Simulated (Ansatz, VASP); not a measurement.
SbSe: VASP beside Ansatz

```xyz
4
Lattice="5.0408 0.0000 0.0000 -2.5204 4.3654 0.0000 0.0000 0.0000 5.9982" Properties=species:S:1:pos:R:3 pbc="T T T"
Sb    0.0000    2.9103    4.4987
Sb    2.5204    1.4551    1.4996
Se    0.0000    2.9103    1.4996
Se    2.5204    1.4551    4.4987
```

Alike in both runs: functional PBE; k mesh 12 × 12 × 8; occupations gaussian, width 0.1 eV; no spin polarisation.

Ansatz relaxed the structure, and its values are those at the end. VASP's run is a single point on that final structure, the one shown.

```csv
,VASP,Ansatz
version,VASP 6.6.1,Ansatz 0.2.0
potentials or method,"VASP PAW PBE potentials, release 64 (Sb, Se), cutoff 520 eV","scalar-relativistic, plane waves, PAW"
valence electrons in the cell,22,62
```

|  | VASP | Ansatz | Ansatz less VASP |
| --- | --- | --- | --- |
| gap on the k mesh at the Fermi level (eV) | none | none | - |
| pressure (GPa) | -0.1 | 0.0 | +0.07 |

A gap of «none» marks a metal or a gap that the smearing closes. With one functional, cell and mesh, what is left measures potentials, basis and numerics. VASP's potentials hold 22 valence electrons a cell and Ansatz's 62, so a difference there can come from the potentials and not from the codes.

Neither program's run includes spin-orbit coupling.
